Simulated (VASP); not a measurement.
Set up this calculation in VASP 6.6.1, as the native input.

| Property | Result |
| --- | --- |
| Task | single point |
| Functional | r2SCAN |
| Potentials or basis | VASP PAW PBE potentials, release 64 (Ga_d, Sb) |
| Cutoff | 520 eV |
| k mesh | 6 × 6 × 6 |
| Occupations | gaussian, width 0.01 eV |
| Spin | no spin polarisation |
| Dipole correction | no |
| Further INCAR settings | ALGO = Normal; EDIFF = 1e-06; NBANDS = 16 |

Crystal: GaSb.

```xyz
2
Lattice="3.0969 3.0969 0.0000 -3.0969 3.0969 0.0000 0.0000 3.0969 3.0479" Properties=species:S:1:pos:R:3 pbc="T T T"
Ga    0.0000    0.0000    0.0000
Sb    1.5485    4.6454    1.5239
```

This cell differs from its parent crystal: in-plane strain +0.01.

These files were run (other wordings do the same):

POSCAR

```
GaSb
1.0
    3.0969476996      3.0969476996      0.0000000000
   -3.0969476996      3.0969476996      0.0000000000
    0.0000000000      3.0969476996      3.0478871420
Ga Sb
1 1
Direct
    0.0000000000      0.0000000000      0.0000000000
    0.7500000000      0.2500000000      0.5000000000
```

INCAR.step1

```
SYSTEM = GaSb
PREC = Accurate
ENCUT = 520
ISMEAR = 0
SIGMA = 0.01
LREAL = .False.
LASPH = .True.
NELM = 100
NBANDS = 16
GGA = PE
ALGO = Normal
EDIFF = 1E-4
LWAVE = .True.
LCHARG = .False.
```

INCAR.step2

```
SYSTEM = GaSb
PREC = Accurate
ENCUT = 520
EDIFF = 1E-6
ISMEAR = 0
SIGMA = 0.01
LREAL = .False.
LASPH = .True.
NELM = 100
ALGO = Normal
ISIF = 2
LWAVE = .False.
LCHARG = .False.
METAGGA = R2SCAN
LMIXTAU = .True.
NBANDS = 16
ISTART = 1
```

KPOINTS

```
Automatic mesh
0
Gamma
  6 6 6
  0 0 0
```

Potentials or basis: VASP PAW PBE potentials, release 64 (Ga_d, Sb).

Run with:

```sh
$ cat potpaw_PBE.64/Ga_d/POTCAR potpaw_PBE.64/Sb/POTCAR > POTCAR
$ cp INCAR.step1 INCAR
$ mpirun -np 1 vasp_std > vasp.out
$ cp INCAR.step2 INCAR
$ mpirun -np 1 vasp_std > vasp.out
```

It gave:

The pressure is -0.7 GPa. The band gap on the k mesh is 0.23 eV, direct.

Caveat: the cell differs from its parent crystal (in-plane strain +0.01); the PAW data sets were made with another functional, which shifts forces and pressure a little; spin-orbit coupling is left out, which moves the levels of the heavy elements.

Run time: 58 s on 1 thread of AMD EPYC 9R45 96-Core Processor (Zen 5), on a shared host, peak memory 0.19 GiB.
